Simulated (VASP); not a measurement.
# In2GaN (R-3m) in VASP: a series of runs

Runs on In2GaN. Level: PBE. Tasks: single point.

Program: VASP 6.6.1. These are calculated values, not measurements. Logs are shortened: lines on timing, memory, paths and dates and some standing lists are left out, and cuts for length are marked.

## Step 1: The cell of the first run

Symmetry: R-3m, No. 166, trigonal system. Conventional cell: a = 4.180 Å, b = 4.180 Å, c = 17.716 Å, α = 90.00°, β = 90.00°, γ = 120.00°. Within 3.1 Å of In (site symmetry 3m) lie 1 N at 2.33 Å and 3 Ga at 2.49 Å and 3 In at 2.72 Å. Within 3.3 Å of Ga (site symmetry -3m) lie 6 In at 2.49 Å. Within 3.1 Å of N (site symmetry -3m) lie 2 In at 2.33 Å.

The cell was built from a structure type or drawn by symmetry, and may not be a known phase.

## Step 2: Single point, PBE, collinear spin, ferromagnetic start

Input file INCAR:

```
  PREC = Accurate
  ENCUT = 520
  EDIFF = 1E-6
  ISMEAR = 0
  SIGMA = 0.1
  LREAL = F
  LASPH = T
  NELM = 150
  ALGO = Normal
  ISIF = 2
  LWAVE = F
  LCHARG = F
  ISPIN = 2
  MAGMOM = 0 0 0 1
  LORBIT = 11
  GGA = PE
  NBANDS = 34
```

Input file KPOINTS:

```
Automatic mesh
0
Gamma
  6 6 6
```

Input file POSCAR:

```
In2GaN
1.0
    2.0899235200      1.2066179100      5.9052585100
   -2.0899235200      1.2066179100      5.9052585100
    0.0000000000     -2.4132358200      5.9052585100
In Ga N
2 1 1
Direct
    0.1312476400      0.1312476400      0.1312476400
    0.8687523600      0.8687523600      0.8687523600
    0.5000000000      0.5000000000      0.5000000000
    0.0000000000      0.0000000000      0.0000000000
```

Potentials or basis: VASP PAW PBE potentials, release 64 (In_d, Ga_d, N).

Command:

```
$ cat potpaw_PBE.64/In_d/POTCAR potpaw_PBE.64/Ga_d/POTCAR potpaw_PBE.64/N/POTCAR > POTCAR
$ mpirun -np 1 vasp_std > vasp.out
```

OUTCAR:

```text
PREC = Accurate
   ENCUT = 520
   EDIFF = 1E-6
   ISMEAR = 0
   LREAL = F
   LASPH = T
   NELM = 150
   ISIF = 2
   ISPIN = 2
   LORBIT = 11
   GGA = PE

 ion  position               nearest neighbor table
   1  0.131  0.131  0.131-   4 2.33   3 2.49   3 2.49   3 2.49   2 2.72   2 2.72   2 2.72
   2  0.869  0.869  0.869-   4 2.33   3 2.49   3 2.49   3 2.49   1 2.72   1 2.72   1 2.72
   3  0.500  0.500  0.500-   1 2.49   1 2.49   2 2.49   2 2.49   1 2.49   2 2.49
   4  0.000  0.000  0.000-   1 2.33   2 2.33

  LATTYP: Found a trigonal (rhomboedric) cell.
 ALAT       =     6.3793248209
 COS(alpha) =     0.7853448303

  Lattice vectors:

 A1 = (   2.0899235200,   1.2066179100,   5.9052585100)
 A2 = (  -2.0899235200,   1.2066179100,   5.9052585100)
 A3 = (   0.0000000000,  -2.4132358200,   5.9052585100)

Analysis of symmetry for initial positions (statically):
=====================================================================
 Subroutine PRICEL returns:
 Original cell was already a primitive cell.

 Routine SETGRP: Setting up the symmetry group for a
 trigonal (rhombohedral) supercell.

 Subroutine GETGRP returns: Found 12 space group operations
 (whereof 12 operations were pure point group operations)
 out of a pool of 12 trial point group operations.

The static configuration has the point symmetry D_3d.

Analysis of symmetry for dynamics (positions and initial velocities):
=====================================================================
 Subroutine PRICEL returns:
 Original cell was already a primitive cell.

 Routine SETGRP: Setting up the symmetry group for a
 trigonal (rhombohedral) supercell.

 Subroutine GETGRP returns: Found 12 space group operations
 (whereof 12 operations were pure point group operations)
 out of a pool of 12 trial point group operations.

The dynamic configuration has the point symmetry D_3d.

Analysis of structural, dynamic, and magnetic symmetry:
=====================================================================
 Subroutine PRICEL returns:
 Original cell was already a primitive cell.

 Routine SETGRP: Setting up the symmetry group for a
 trigonal (rhombohedral) supercell.

 Subroutine GETGRP returns: Found 12 space group operations
 (whereof 12 operations were pure point group operations)
 out of a pool of 12 trial point group operations.

The overall configuration has the point symmetry D_3d.

 Subroutine INISYM returns: Found 12 space group operations
 (whereof 12 operations are pure point group operations),
 and found     1 'primitive' translations

----------------------------------------------------------------------------------------

                                     Primitive cell

  volume of cell :      89.3491

  direct lattice vectors                    reciprocal lattice vectors
     2.089923520  1.206617910  5.905258510     0.239243204  0.138127128  0.056446866
    -2.089923520  1.206617910  5.905258510    -0.239243204  0.138127128  0.056446866
     0.000000000 -2.413235820  5.905258510     0.000000000 -0.276254256  0.056446866

  length of vectors
     6.379324821  6.379324821  6.379324823     0.281962166  0.281962166  0.281962165

  position of ions in fractional coordinates (direct lattice)
     0.131247640  0.131247640  0.131247640
     0.868752360  0.868752360  0.868752360
     0.500000000  0.500000000  0.500000000
     0.000000000  0.000000000  0.000000000

  ion indices of the primitive-cell ions
   primitive index   ion index
                 1           1
                 2           2
                 3           3
                 4           4

----------------------------------------------------------------------------------------

 KPOINTS: Automatic mesh

Automatic generation of k-mesh.
 Grid dimensions read from file:
 generate k-points for:    6    6    6

 Generating k-lattice:

  Cartesian coordinates                     Fractional coordinates (reciprocal lattice)
     0.039873867  0.023021188  0.009407811     0.166666667  0.000000000 -0.000000000
    -0.039873867  0.023021188  0.009407811     0.000000000  0.166666667 -0.000000000
     0.000000000 -0.046042376  0.009407811    -0.000000000 -0.000000000  0.166666667

  Length of vectors
     0.046993694  0.046993694  0.046993694

  Shift w.r.t. Gamma in fractional coordinates (k-lattice)
     0.000000000  0.000000000  0.000000000

 Subroutine IBZKPT returns following result:
 ===========================================

 Found     32 irreducible k-points:

 Following reciprocal coordinates:
            Coordinates               Weight
  0.000000  0.000000  0.000000      1.000000
  0.166667  0.000000 -0.000000      6.000000
  0.333333 -0.000000  0.000000      6.000000
  0.500000  0.000000 -0.000000      3.000000
  0.166667  0.166667 -0.000000      6.000000
  0.333333  0.166667 -0.000000     12.000000
[... 16 lines left out ...]
  0.500000  0.500000  0.166667      6.000000
 -0.333333  0.500000  0.166667     12.000000
 [... further k-points ...]
   k-points           NKPTS =     32   k-points in BZ     NKDIM =     32   number of bands    NBANDS=     34
   number of dos      NEDOS =    301   number of ions     NIONS =      4
   total plane-waves  NPLWV = 110592
   dimension x,y,z NGX =    48 NGY =   48 NGZ =   48
   dimension x,y,z NGXF=    96 NGYF=   96 NGZF=   96
   ions per type =               2   1   1
   NGX,Y,Z   is equivalent  to a cutoff of  12.51, 12.51, 12.51 a.u.
   NGXF,Y,Z  is equivalent  to a cutoff of  25.02, 25.02, 25.02 a.u.
 SYSTEM =  unknown system
   PREC   = accura    normal or accurate (medium, high low for compatibility)
   ISTART =      0    job   : 0-new  1-cont  2-samecut
   ICHARG =      2    charge: 1-file 2-atom 10-const
   ISPIN  =      2    spin polarized calculation?
   LNONCOLLINEAR =      F non collinear calculations
   LSORBIT =      F    spin-orbit coupling
   LASPH  =      T    aspherical Exc in radial PAW
   ENCUT  =  520.0 eV  38.22 Ry    6.18 a.u.  11.86 11.86 11.86*2*pi/ulx,y,z
   NELM   =    150;   NELMIN=  2; NELMDL= -5     # of ELM steps
   EDIFF  = 0.1E-05   stopping-criterion for ELM
   LREAL  =      F    real-space projection
   EDIFFG = 0.1E-04   stopping-criterion for IOM
   NSW    =      0    number of steps for IOM
   IBRION =     -1    ionic relax: 0-MD 1-quasi-New 2-CG
   NFREE  =      0    steps in history (QN), initial steepest desc. (CG)
   ISIF   =      2    stress and relaxation
   ISYM   =      2    0-nonsym 1-usesym 2-fastsym
   POTIM  = 0.5000    time-step for ionic-motion
   TEBEG  =    0.0;   TEEND  =   0.0 temperature during run
   PSTRESS=    0.0 pullay stress
   NELECT =      44.0000    total number of electrons
   NUPDOWN=      -1.0000    fix difference up-down
   EMIN   =  10.00;   EMAX   =-10.00  energy-range for DOS
   EFERMI =   0.00;   METHOD = LEGACY
   ISMEAR =     0;   SIGMA  =   0.10  broadening in eV -4-tet -1-fermi 0-gaus
   EFERMI_NEDOS =   21; number of points for ismear=-14 and -15
   IALGO  =     38    algorithm
   IMIX   =      4    mixing-type and parameters
     AMIX     =   0.40;   BMIX     =  1.00
     AMIX_MAG =   1.60;   BMIX_MAG =  1.00
  volume/ion in A,a.u.               =      22.34       150.74
  Fermi-wavevector in a.u.,A,eV,Ry     =   1.292793  2.443024 22.739599  1.671313
  Thomas-Fermi vector in A             =   2.424479
   LORBIT       =     11    0 simple, 1 ext, 2 COOP (PROOUT), +10 PAW based schemes
   GGA     = PE    functional components
   LHFCALC =     F    Hartree Fock is set to
   AEXX    =    0.0000 exact exchange contribution
   IVDW    =     0    specifies the selected vdW correction
   LEPSILON=     F    determine dielectric tensor
   LRPA    =     F    only Hartree local field effects (RPA)
 spin polarized calculation
 Gauss-broadening in eV      SIGMA  =   0.10
  energy-cutoff  :      520.00
  volume of cell :       89.35
 maximum number of plane-waves:      2427
   NGX = 23   NGY = 23   NGZ = 23

 number of electron      43.9999995 magnetization       1.4287315

 Free energy of the ion-electron system (eV)
  ---------------------------------------------------
  ext. energy  EPLUGINS =         0.00000000
  ---------------------------------------------------
  free energy    TOTEN  =        -9.52458608 eV

  energy without entropy =       -9.51069881  energy(sigma->0) =       -9.51764244

 E-fermi :   5.1495     XC(G=0):  -9.3515

 val. band max:        5.1442307111   @ k =   0.5000   0.5000   0.5000
 cond. band min:       5.1530572196   @ k =   0.1667   0.0000  -0.0000
 fundamental gap:      0.0088265086
 Fermi energy:         5.1494515964

 spin component 1

 k-point     1 :       0.0000    0.0000    0.0000
  band No.  band energies     occupation
      1     -11.2094      1.00000
      2     -11.2094      1.00000
      3     -11.0217      1.00000
      4     -11.0217      1.00000
      5     -10.9277      1.00000
      6     -10.7760      1.00000
[... 26 lines left out ...]
     33      14.6068      0.00000
     34      14.6068      0.00000
[... 820 lines left out ...]
      4     -10.9004      1.00000
      5     -10.8776      1.00000
      6     -10.7319      1.00000
[... 26 lines left out ...]
     33      15.8951      0.00000
     34      16.4691      0.00000

 [... further k-points ...]

 spin component 2

 k-point     1 :       0.0000    0.0000    0.0000
  band No.  band energies     occupation
      1     -11.2121      1.00000
      2     -11.2121      1.00000
      3     -11.0226      1.00000
      4     -11.0226      1.00000
      5     -10.9170      1.00000
      6     -10.7776      1.00000
[... 26 lines left out ...]
     33      14.7261      0.00000
     34      14.7261      0.00000
[... 820 lines left out ...]
      4     -10.9016      1.00000
      5     -10.8667      1.00000
      6     -10.7334      1.00000
[... 26 lines left out ...]
     33      16.1181      0.00000
     34      16.4884      0.00000

 [... further k-points ...]
[... 5 lines left out ...]
  --------------------------------------------------------------------------------------
  -------------------------------------------------------------------------------------
  Total       16.9744665     16.9744666     -0.2868907      0.0000000      0.0000000      0.0000000
  in kB      304.3801943    304.3801959     -5.1444239      0.0000000      0.0000000      0.0000000
  external PRESSURE =     201.2053221 kB  Pullay stress =       0.0000000 kB

 VOLUME and BASIS-vectors are now :
 -----------------------------------------------------------------------------
  energy-cutoff  :      520.00
  volume of cell :       89.35
      direct lattice vectors                 reciprocal lattice vectors
     2.089923520  1.206617910  5.905258510     0.239243204  0.138127128  0.056446866
    -2.089923520  1.206617910  5.905258510    -0.239243204  0.138127128  0.056446866
     0.000000000 -2.413235820  5.905258510     0.000000000 -0.276254256  0.056446866

 POSITION                                       TOTAL-FORCE (eV/Angst)
 -----------------------------------------------------------------------------------
      0.00000      0.00000      2.32515         0.000000     -0.000000     -4.786534
      0.00000      0.00000     15.39062         0.000000     -0.000000      4.786534
      0.00000      0.00000      8.85789         0.000000      0.000000     -0.000000
      0.00000      0.00000      0.00000        -0.000000      0.000000     -0.000000
 -----------------------------------------------------------------------------------
    total drift:                                0.000000     -0.000000      0.000000

  FREE ENERGIE OF THE ION-ELECTRON SYSTEM (eV)
  ---------------------------------------------------
  free  energy   TOTEN  =        -9.5245860750 eV

  energy  without entropy=       -9.5106988087  energy(sigma->0) =       -9.51764244

 total charge

# of ion       s       p       d       tot
------------------------------------------
    1        0.908   0.903   9.925  11.736
    2        0.908   0.903   9.925  11.736
    3        0.965   1.045   9.978  11.988
    4        1.323   2.079   0.000   3.401
--------------------------------------------------
tot          4.103   4.931  29.827  38.861

 magnetization (x)

# of ion       s       p       d       tot
------------------------------------------
    1       -0.007  -0.008   0.002  -0.013
    2       -0.007  -0.008   0.002  -0.013
    3       -0.005   0.014  -0.003   0.005
    4        0.030   0.943   0.000   0.972
--------------------------------------------------
tot          0.010   0.940   0.001   0.952
```

Wall time 3.8 min (1 thread of Intel Xeon 6975P-C (Granite Rapids), shared host); peak memory 0.49 GiB.

What came out:

```yaml
Free_energy: -9.5246 eV
Pressure: 20.1 GPa
Largest_force: 4.787 eV/Å
Net_moment: 1.43 μB per cell
Site_moments: In -0.01; Ga +0.01; N +0.97 μB
Valence_electrons_inside_the_program's_atomic_spheres: In 11.74; Ga 11.99; N 3.40
```

Forces in eV/Å, atoms in the order of the input:
```
In   0.000  0.000 -4.787
In   0.000  0.000  4.787
Ga   0.000  0.000  0.000
N    0.000  0.000  0.000
```

Stress tensor (GPa, compression positive):
```
30.44  0.00  0.00
 0.00 30.44  0.00
 0.00  0.00 -0.51
```

Levels at points of the mesh, in eV from the Fermi level:
Spin up:
```
           k point  band 19  band 20  band 21  band 22  band 23  band 24  band 25  band 26  band 27  band 28
(0.00, 0.00, 0.00)    -1.92    -1.92     0.35     0.44     0.44     1.19     1.19     1.51     3.29     3.76
(0.50, 0.00, 0.00)    -4.17    -3.04    -2.31    -1.99    -0.64     0.08     3.03     5.38     6.28     6.52
(0.50, 0.50, 0.00)    -3.43    -3.37    -2.37    -1.49    -0.77     0.54     1.04     5.77     7.07     7.33
(0.50, 0.50, 0.50)    -2.94    -1.98    -1.98     0.27     0.27     1.54     1.54     1.59     3.54     6.23
```
Spin down:
```
           k point  band 19  band 20  band 21  band 22  band 23  band 24
(0.00, 0.00, 0.00)    -0.13    -0.13     0.88     1.09     1.09     1.18
(0.50, 0.00, 0.00)    -3.73    -3.04    -0.62    -0.33     0.19     0.30
(0.50, 0.50, 0.00)    -3.17    -2.86    -0.87    -0.70     0.72     1.13
(0.50, 0.50, 0.50)    -2.28    -0.01    -0.01     0.27     0.27     1.58
```

Caveat: the cell stands under pressure; spin-orbit coupling is left out, which moves the levels of the heavy elements; forces of over 1 eV/Å act on the atoms, so gaps and moduli don't describe the material at rest.

## Step 3: Single point, PBE, collinear spin, ferromagnetic start

This run uses another cell than the first one, of 30.74 Å³/atom.

Input file INCAR:

```
  PREC = Accurate
  ENCUT = 520
  EDIFF = 1E-6
  ISMEAR = 0
  SIGMA = 0.1
  LREAL = False
  LASPH = True
  NELM = 150
  ALGO = Normal
  ISIF = 2
  LWAVE = False
  LCHARG = False
  ISPIN = 2
  MAGMOM = 0 0 0 1
  LORBIT = 11
  GGA = PE
  NBANDS = 34
```

Input file KPOINTS:

```
regular mesh
0
Gamma
  6 6 6
```

Input file POSCAR:

```
In2GaN
1.0
    2.4894292283      1.4372726351      5.7280683049
   -2.4894292283      1.4372726351      5.7280683049
    0.0000000000     -2.8745452702      5.7280683049
In Ga N
2 1 1
Direct
    0.1162927112      0.1162927112      0.1162927112
    0.8837072888      0.8837072888      0.8837072888
    0.5000000000      0.5000000000      0.5000000000
    0.0000000000      0.0000000000      0.0000000000
```

Potentials or basis: VASP PAW PBE potentials, release 64 (In_d, Ga_d, N).

Command:

```
$ cat potpaw_PBE.64/In_d/POTCAR potpaw_PBE.64/Ga_d/POTCAR potpaw_PBE.64/N/POTCAR > POTCAR
$ mpirun -np 1 vasp_std > vasp.out
```

Run time: 3.4 min. Hardware: 1 thread of Intel Xeon 6975P-C (Granite Rapids), shared host; peak memory 0.52 GiB.

The run converged. Its results:

```
Free energy                                           : -13.1189 eV
Pressure                                              : 0.0 GPa
Largest force                                         : 0.023 eV/Å
Band gap on the k mesh                                : zero (filled and empty bands overlap)
Net moment                                            : 0.00 μB per cell
Valence electrons inside the program's atomic spheres : In 11.44; Ga 11.47; N 3.56
```

Forces in eV/Å, atoms in the order of the input:
```
In   0.000  0.000  0.023
In   0.000  0.000 -0.023
Ga   0.000  0.000  0.000
N    0.000  0.000  0.000
```

Stress tensor (GPa, compression positive):
```
 0.00  0.00  0.00
 0.00  0.00  0.00
 0.00  0.00 -0.13
```

Levels at points of the mesh, in eV from the Fermi level:
Spin up:
```
           k point  band 18  band 19  band 20  band 21  band 22  band 23  band 24  band 25  band 26  band 27
(0.00, 0.00, 0.00)    -4.79    -0.94    -0.94    -0.49     1.02     1.02     1.42     1.54     1.54     2.40
(0.50, 0.00, 0.00)    -4.95    -4.31    -1.23    -0.88    -0.78     0.07     0.59     4.41     5.16     5.63
(0.50, 0.50, 0.00)    -6.16    -2.41    -1.98    -1.38    -0.98     0.43     1.63     2.53     4.69     6.34
(0.50, 0.50, 0.50)    -3.02    -1.11    -1.01    -1.01     0.13     0.48     0.48     1.97     2.51     2.51
```
Spin down:
```
           k point  band 20  band 21  band 22  band 23  band 24  band 25
(0.00, 0.00, 0.00)    -0.94    -0.49     1.02     1.02     1.42     1.54
(0.50, 0.00, 0.00)    -1.23    -0.88    -0.78     0.07     0.59     4.41
(0.50, 0.50, 0.00)    -1.98    -1.38    -0.98     0.43     1.63     2.53
(0.50, 0.50, 0.50)    -1.01    -1.01     0.13     0.48     0.48     1.97
```

Caveat: spin-orbit coupling is left out, which moves the levels of the heavy elements.
